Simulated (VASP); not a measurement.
# Br (Cmce) in VASP: further runs

The runs below take Br through single point, with PBEsol.

Program: VASP 6.6.1. These are calculated values, not measurements. Logs are shortened: lines on timing, memory, paths and dates and some standing lists are left out, and cuts for length are marked.

## 1. The cell of the first run

The structure is orthorhombic, space group Cmce (No. 64). Conventional cell: a = 6.126 Å, b = 3.834 Å, c = 8.286 Å, α = 90.00°, β = 90.00°, γ = 90.00°. Within 3.2 Å of Br (site symmetry m) lie 3 Br at 2.40 to 2.87 Å.

## 2. Single point, PBEsol

Contents of INCAR:

```
SYSTEM = Br
PREC = Accurate
ENCUT = 520
EDIFF = 1E-6
ISMEAR = -1
SIGMA = 0.05
LREAL = .False.
LASPH = .True.
NELM = 80
ALGO = Normal
ISIF = 2
LWAVE = .False.
LCHARG = .False.
GGA = PS
NBANDS = 22
```

Contents of KPOINTS:

```
Automatic mesh
0
Gamma
  7 7 3
  0 0 0
```

Contents of POSCAR:

```
Br
1.0
    3.0630396678     -1.9170386441      0.0000000000
    3.0630396678      1.9170386441      0.0000000000
    0.0000000000      0.0000000000      8.2863378177
Br
4
Direct
    0.3297286177      0.6702713823      0.3786811823
    0.1702713823      0.8297286177      0.8786811823
    0.6702713823      0.3297286177      0.6213188177
    0.8297286177      0.1702713823      0.1213188177
```

Potentials or basis: VASP PAW PBE potentials, release 64 (Br).

Command:

```bash
> cat potpaw_PBE.64/Br/POTCAR > POTCAR
> mpirun -np 1 vasp_std > vasp.out
```

OUTCAR:

```text
SYSTEM = Br
   PREC = Accurate
   ENCUT = 520
   EDIFF = 1E-6
   ISMEAR = -1
   LREAL = .False.
   LASPH = .True.
   NELM = 80
   ISIF = 2
   GGA = PS

 ion  position               nearest neighbor table
   1  0.330  0.670  0.379-   3 2.40
   2  0.170  0.830  0.879-   4 2.40
   3  0.670  0.330  0.621-   1 2.40
   4  0.830  0.170  0.121-   2 2.40

  LATTYP: Found a base centered orthorhombic cell.
 ALAT       =     3.8340772882
 B/A-ratio  =     1.5977975599
 C/A-ratio  =     2.1612339019

  Lattice vectors:

 A1 = (  -3.0630396678,  -1.9170386441,   0.0000000000)
 A2 = (   3.0630396678,  -1.9170386441,   0.0000000000)
 A3 = (   0.0000000000,   0.0000000000,   8.2863378177)

Analysis of symmetry for initial positions (statically):
=====================================================================
 Subroutine PRICEL returns:
 Original cell was already a primitive cell.

 Routine SETGRP: Setting up the symmetry group for a
 base centered orthorhombic supercell.

 Subroutine GETGRP returns: Found  8 space group operations
 (whereof  4 operations were pure point group operations)
 out of a pool of  8 trial point group operations.

The static configuration has the point symmetry C_2h.
 The point group associated with its full space group is D_2h.

Analysis of symmetry for dynamics (positions and initial velocities):
=====================================================================
 Subroutine PRICEL returns:
 Original cell was already a primitive cell.

 Routine SETGRP: Setting up the symmetry group for a
 base centered orthorhombic supercell.

 Subroutine GETGRP returns: Found  8 space group operations
 (whereof  4 operations were pure point group operations)
 out of a pool of  8 trial point group operations.

The dynamic configuration has the point symmetry C_2h.
 The point group associated with its full space group is D_2h.

 Subroutine INISYM returns: Found  8 space group operations
 (whereof  4 operations are pure point group operations),
 and found     1 'primitive' translations

----------------------------------------------------------------------------------------

                                     Primitive cell

  volume of cell :      97.3142

  direct lattice vectors                    reciprocal lattice vectors
     3.063039668 -1.917038644  0.000000000     0.163236541 -0.260818947  0.000000000
     3.063039668  1.917038644  0.000000000     0.163236541  0.260818947  0.000000000
     0.000000000  0.000000000  8.286337818     0.000000000  0.000000000  0.120680573

  length of vectors
     3.613481586  3.613481586  8.286337818     0.307689277  0.307689277  0.120680573

  position of ions in fractional coordinates (direct lattice)
     0.329728618  0.670271382  0.378681182
     0.170271382  0.829728618  0.878681182
     0.670271382  0.329728618  0.621318818
     0.829728618  0.170271382  0.121318818

  ion indices of the primitive-cell ions
   primitive index   ion index
                 1           1
                 2           2
                 3           3
                 4           4

----------------------------------------------------------------------------------------

 KPOINTS: Automatic mesh

Automatic generation of k-mesh.
 Grid dimensions read from file:
 generate k-points for:    7    7    3

 Generating k-lattice:

  Cartesian coordinates                     Fractional coordinates (reciprocal lattice)
     0.023319506 -0.037259850  0.000000000     0.142857143  0.000000000  0.000000000
     0.023319506  0.037259850  0.000000000     0.000000000  0.142857143  0.000000000
     0.000000000  0.000000000  0.040226858     0.000000000  0.000000000  0.333333333

  Length of vectors
     0.043955611  0.043955611  0.040226858

  Shift w.r.t. Gamma in fractional coordinates (k-lattice)
     0.000000000  0.000000000  0.000000000

 Subroutine IBZKPT returns following result:
 ===========================================

 Found     32 irreducible k-points:

 Following reciprocal coordinates:
            Coordinates               Weight
  0.000000  0.000000  0.000000      1.000000
  0.142857  0.000000  0.000000      4.000000
  0.285714  0.000000  0.000000      4.000000
  0.428571 -0.000000  0.000000      4.000000
  0.142857  0.142857  0.000000      2.000000
  0.285714  0.142857  0.000000      4.000000
[... 16 lines left out ...]
  0.428571  0.142857  0.333333      8.000000
 -0.428571  0.142857  0.333333      8.000000
 [... further k-points ...]
   k-points           NKPTS =     32   k-points in BZ     NKDIM =     32   number of bands    NBANDS=     22
   number of dos      NEDOS =    301   number of ions     NIONS =      4
   total plane-waves  NPLWV =  50176
   dimension x,y,z NGX =    28 NGY =   28 NGZ =   64
   dimension x,y,z NGXF=    56 NGYF=   56 NGZF=  128
   ions per type =               4
   NGX,Y,Z   is equivalent  to a cutoff of  12.88, 12.88, 12.84 a.u.
   NGXF,Y,Z  is equivalent  to a cutoff of  25.76, 25.76, 25.68 a.u.
 SYSTEM =  Br
   PREC   = accura    normal or accurate (medium, high low for compatibility)
   ISTART =      0    job   : 0-new  1-cont  2-samecut
   ICHARG =      2    charge: 1-file 2-atom 10-const
   ISPIN  =      1    spin polarized calculation?
   LNONCOLLINEAR =      F non collinear calculations
   LSORBIT =      F    spin-orbit coupling
   LASPH  =      T    aspherical Exc in radial PAW
   ENCUT  =  520.0 eV  38.22 Ry    6.18 a.u.   6.72  6.72 15.41*2*pi/ulx,y,z
   NELM   =     80;   NELMIN=  2; NELMDL= -5     # of ELM steps
   EDIFF  = 0.1E-05   stopping-criterion for ELM
   LREAL  =      F    real-space projection
   EDIFFG = 0.1E-04   stopping-criterion for IOM
   NSW    =      0    number of steps for IOM
   IBRION =     -1    ionic relax: 0-MD 1-quasi-New 2-CG
   NFREE  =      0    steps in history (QN), initial steepest desc. (CG)
   ISIF   =      2    stress and relaxation
   ISYM   =      2    0-nonsym 1-usesym 2-fastsym
   POTIM  = 0.5000    time-step for ionic-motion
   TEBEG  =    0.0;   TEEND  =   0.0 temperature during run
   PSTRESS=    0.0 pullay stress
   NELECT =      28.0000    total number of electrons
   NUPDOWN=      -1.0000    fix difference up-down
   EMIN   =  10.00;   EMAX   =-10.00  energy-range for DOS
   EFERMI =   0.00;   METHOD = LEGACY
   ISMEAR =    -1;   SIGMA  =   0.05  broadening in eV -4-tet -1-fermi 0-gaus
   EFERMI_NEDOS =   21; number of points for ismear=-14 and -15
   IALGO  =     38    algorithm
   IMIX   =      4    mixing-type and parameters
     AMIX     =   0.40;   BMIX     =  1.00
     AMIX_MAG =   1.60;   BMIX_MAG =  1.00
  volume/ion in A,a.u.               =      24.33       164.18
  Fermi-wavevector in a.u.,A,eV,Ry     =   1.080775  2.042369 15.892633  1.168076
  Thomas-Fermi vector in A             =   2.216775
   LORBIT       =      0    0 simple, 1 ext, 2 COOP (PROOUT), +10 PAW based schemes
   GGA     = PS    functional components
   LHFCALC =     F    Hartree Fock is set to
   AEXX    =    0.0000 exact exchange contribution
   IVDW    =     0    specifies the selected vdW correction
   LEPSILON=     F    determine dielectric tensor
   LRPA    =     F    only Hartree local field effects (RPA)
 non-spin polarized calculation
  energy-cutoff  :      520.00
  volume of cell :       97.31
 maximum number of plane-waves:      2632
   NGX = 13   NGY = 13   NGZ = 31

 number of electron      27.9999997 magnetization

 Free energy of the ion-electron system (eV)
  ---------------------------------------------------
  ext. energy  EPLUGINS =         0.00000000
  ---------------------------------------------------
  free energy    TOTEN  =        -7.11267910 eV

  energy without entropy =       -7.11267616  energy(sigma->0) =       -7.11267763

 E-fermi :   3.1202     XC(G=0):  -9.7213

 val. band max:        2.6109776967   @ k =   0.0000   0.0000   0.0000
 cond. band min:       3.6449982385   @ k =  -0.4286   0.4286   0.0000
 fundamental gap:      1.0340205418
 Fermi energy:         3.1202237424

 k-point     1 :       0.0000    0.0000    0.0000
  band No.  band energies     occupation
      1     -14.2778      2.00000
      2     -13.1852      2.00000
      3     -12.1505      2.00000
      4     -10.1089      2.00000
      5      -3.3685      2.00000
      6      -1.0803      2.00000
[... 14 lines left out ...]
     21      11.3381      0.00000
     22      12.4818      0.00000

 k-point     2 :       0.1429    0.0000    0.0000
  band No.  band energies     occupation
      1     -14.1346      2.00000
      2     -13.1128      2.00000
      3     -12.0413      2.00000
      4     -10.2146      2.00000
      5      -3.3154      2.00000
      6      -1.4425      2.00000
[... 14 lines left out ...]
     21      11.5797      0.00000
     22      11.8017      0.00000

 k-point     3 :       0.2857    0.0000    0.0000
  band No.  band energies     occupation
      1     -13.7475      2.00000
      2     -12.9671      2.00000
      3     -11.7544      2.00000
      4     -10.5283      2.00000
      5      -3.3937      2.00000
      6      -2.5669      2.00000
[... 14 lines left out ...]
     21      12.0137      0.00000
     22      13.1364      0.00000

 k-point     4 :       0.4286   -0.0000    0.0000
  band No.  band energies     occupation
      1     -13.2659      2.00000
      2     -12.9575      2.00000
      3     -11.3828      2.00000
      4     -10.9666      2.00000
      5      -3.6646      2.00000
      6      -3.4540      2.00000
[... 14 lines left out ...]
     21      13.0928      0.00000
     22      13.6099      0.00000

 k-point     5 :       0.1429    0.1429    0.0000
  band No.  band energies     occupation
      1     -14.1636      2.00000
      2     -13.0964      2.00000
      3     -12.0503      2.00000
      4     -10.0819      2.00000
      5      -3.2729      2.00000
      6      -1.2003      2.00000
[... 417 lines left out ...]
 k-point    22 :       0.2857    0.1429    0.3333
  band No.  band energies     occupation
      1     -13.7753      2.00000
      2     -13.3468      2.00000
      3     -11.3266      2.00000
      4     -10.5445      2.00000
      5      -2.9234      2.00000
      6      -2.2581      2.00000
[... 14 lines left out ...]
     21      11.5736      0.00000
     22      12.0128      0.00000

 k-point    23 :       0.4286    0.1429    0.3333
  band No.  band energies     occupation
      1     -13.4011      2.00000
      2     -13.0852      2.00000
      3     -11.2558      2.00000
      4     -10.7711      2.00000
      5      -3.2601      2.00000
      6      -2.7503      2.00000
[... 14 lines left out ...]
     21      12.1409      0.00000
     22      12.3673      0.00000

 k-point    24 :      -0.4286    0.1429    0.3333
  band No.  band energies     occupation
      1     -13.0870      2.00000
      2     -13.0095      2.00000
      3     -11.2019      2.00000
      4     -11.1002      2.00000
      5      -3.3040      2.00000
      6      -3.1206      2.00000
[... 14 lines left out ...]
     21      13.2804      0.00000
     22      13.8828      0.00000

 [... further k-points ...]
[... 5 lines left out ...]
  --------------------------------------------------------------------------------------
  -------------------------------------------------------------------------------------
  Total        3.0353301      3.0724780      3.1227185      0.0000000      0.0000000      0.0000000
  in kB       49.9735724     50.5851744     51.4123322      0.0000000      0.0000000      0.0000000
  external PRESSURE =      50.6570263 kB  Pullay stress =       0.0000000 kB

 VOLUME and BASIS-vectors are now :
 -----------------------------------------------------------------------------
  energy-cutoff  :      520.00
  volume of cell :       97.31
      direct lattice vectors                 reciprocal lattice vectors
     3.063039668 -1.917038644  0.000000000     0.163236541 -0.260818947  0.000000000
     3.063039668  1.917038644  0.000000000     0.163236541  0.260818947  0.000000000
     0.000000000  0.000000000  8.286337818     0.000000000  0.000000000  0.120680573

 POSITION                                       TOTAL-FORCE (eV/Angst)
 -----------------------------------------------------------------------------------
      3.06304      0.65283      3.13788         0.000000      0.009219     -0.010233
      3.06304      1.26421      7.28105         0.000000     -0.009219     -0.010233
      3.06304     -0.65283      5.14846         0.000000     -0.009219      0.010233
      3.06304     -1.26421      1.00529         0.000000      0.009219      0.010233
 -----------------------------------------------------------------------------------
    total drift:                                0.000000     -0.000000     -0.000000

  FREE ENERGIE OF THE ION-ELECTRON SYSTEM (eV)
  ---------------------------------------------------
  free  energy   TOTEN  =        -7.1126790987 eV

  energy  without entropy=       -7.1126761627  energy(sigma->0) =       -7.11267763
```

It took 44 s on 1 thread of Intel Xeon 6975P-C, shared host; peak memory 0.22 GiB.

What came out:

```yaml
Free_energy: -7.1127 eV
Pressure: 5.1 GPa
Largest_force: 0.014 eV/Å
Band_gap_on_the_k_mesh: 1.03 eV, indirect (least direct gap 1.42 eV)
```

Forces in eV/Å, atoms in the order of the input:
```
Br   0.000  0.009 -0.010
Br   0.000 -0.009 -0.010
Br   0.000 -0.009  0.010
Br   0.000  0.009  0.010
```

Stress tensor (GPa, compression positive):
```
5.00 0.00 0.00
0.00 5.06 0.00
0.00 0.00 5.14
```

Caveat: the PAW data sets were made with another functional, which shifts forces and pressure a little.

## 3. Single point, PBEsol

This run uses another cell than the first one, of 26.74 Å³/atom, 1.099 times its volume.

Contents of INCAR:

```
ALGO = Normal
EDIFF = 1E-6
ENCUT = 520
GGA = PS
ISIF = 2
ISMEAR = -1
LASPH = True
LCHARG = True
LELF = True
LREAL = False
LVHAR = True
LWAVE = False
NBANDS = 22
NELM = 60
PREC = Accurate
SIGMA = 0.05
```

Contents of KPOINTS:

```
k-points
0
Gamma
  7 7 3
```

Contents of POSCAR:

```
Br
1.0
    3.2403552256     -1.9635909006      0.0000000000
    3.2403552256      1.9635909006      0.0000000000
    0.0000000000      0.0000000000      8.4061758597
Br
4
Direct
    0.3375090200      0.6624909800      0.3792835398
    0.1624909800      0.8375090200      0.8792835398
    0.6624909800      0.3375090200      0.6207164602
    0.8375090200      0.1624909800      0.1207164602
```

Potentials or basis: VASP PAW PBE potentials, release 64 (Br).

Command:

```bash
> cat potpaw_PBE.64/Br/POTCAR > POTCAR
> mpirun -np 1 vasp_std > vasp.out
```

It took 48 s on 1 thread of Intel Xeon 6975P-C, shared host; peak memory 0.23 GiB.

It converged, with:

```yaml
Free_energy: -7.3159 eV
Pressure: 2.1 GPa
Largest_force: 0.013 eV/Å
Band_gap_on_the_k_mesh: 1.13 eV, indirect (least direct gap 1.34 eV)
```

Forces in eV/Å, atoms in the order of the input:
```
Br   0.000  0.010 -0.008
Br   0.000 -0.010 -0.008
Br   0.000 -0.010  0.008
Br   0.000  0.010  0.008
```

Levels at points of the mesh, in eV from the valence-band top:
| k point | band 12 | band 13 | band 14 | band 15 | band 16 | band 17 |
| --- | --- | --- | --- | --- | --- | --- |
| (0.00, 0.00, 0.00) | -0.88 | -0.42 | 0.00 | 1.34 | 2.35 | 6.05 |

Caveat: the PAW data sets were made with another functional, which shifts forces and pressure a little. A k mesh can miss the band edges.

## 4. Single point, PBEsol

This run uses another cell than the first one, of 30.89 Å³/atom, 1.270 times its volume.

Contents of INCAR:

```
SYSTEM = Br
  ALGO = Normal
  EDIFF = 1E-7
  ENCUT = 520
  GGA = PS
  ISIF = 2
  ISMEAR = -1
  LASPH = .TRUE.
  LCHARG = .FALSE.
  LREAL = .FALSE.
  LWAVE = .FALSE.
  NBANDS = 22
  NELM = 100
  PREC = Accurate
  SIGMA = 0.05
```

Contents of KPOINTS:

```
k-points
0
G
  7 7 3
  0 0 0
```

Contents of POSCAR:

```
Br
1.0
    3.5999802783     -2.0132102712      0.0000000000
    3.5999802783      2.0132102712      0.0000000000
    0.0000000000      0.0000000000      8.5255612795
Br
4
Direct
    0.3455156649      0.6544843351      0.3799275952
    0.1544843351      0.8455156649      0.8799275952
    0.6544843351      0.3455156649      0.6200724048
    0.8455156649      0.1544843351      0.1200724048
```

Command:

```bash
> cat potpaw_PBE.64/Br/POTCAR > POTCAR
> mpirun -np 1 vasp_std > vasp.out
```

Wall time 88 s (1 thread of Intel Xeon 6975P-C, shared host); peak memory 0.25 GiB.

The run converged. Its results:

- Free energy: -7.3984 eV
- Pressure: 0.0 GPa
- Largest force: 0.011 eV/Å
- Band gap on the k mesh: 1.23 eV, indirect (least direct gap 1.29 eV)

Forces on the atoms (eV/Å):
```
Br   0.000  0.006 -0.010
Br   0.000 -0.006 -0.010
Br   0.000 -0.006  0.010
Br   0.000  0.006  0.010
```

Levels at points of the mesh, in eV from the valence-band top:
```tsv
k point	band 12	band 13	band 14	band 15	band 16	band 17
(0.00, 0.00, 0.00)	-0.72	-0.66	0.00	1.29	2.28	5.51
```

Caveat: the PAW data sets were made with another functional, which shifts forces and pressure a little. A k mesh can miss the band edges.

## 5. Summary

```tsv
cell	gap on the mesh (eV)	pressure (GPa)	largest force (eV/Å)
a = 3.613, b = 3.613, c = 8.286 Å, angles 90.0, 90.0, 64.1°, 4 atoms	1.03	5.1	0.01
a = 3.789, b = 3.789, c = 8.406 Å, angles 90.0, 90.0, 62.4°, 4 atoms	1.13	2.1	0.01
a = 4.125, b = 4.125, c = 8.526 Å, angles 90.0, 90.0, 58.4°, 4 atoms	1.23	0.0	0.01
```

Alike in all rows: task single point; level PBEsol; potentials or basis VASP PAW PBE potentials, release 64 (Br); no spin polarisation; k mesh 7 × 7 × 3; cutoff (eV) 520; smearing fermi-dirac 0.05 eV.

Caveats: the PAW data sets were made with another functional, which shifts forces and pressure a little.

Absolute energies hang on the potentials; compare differences alone.
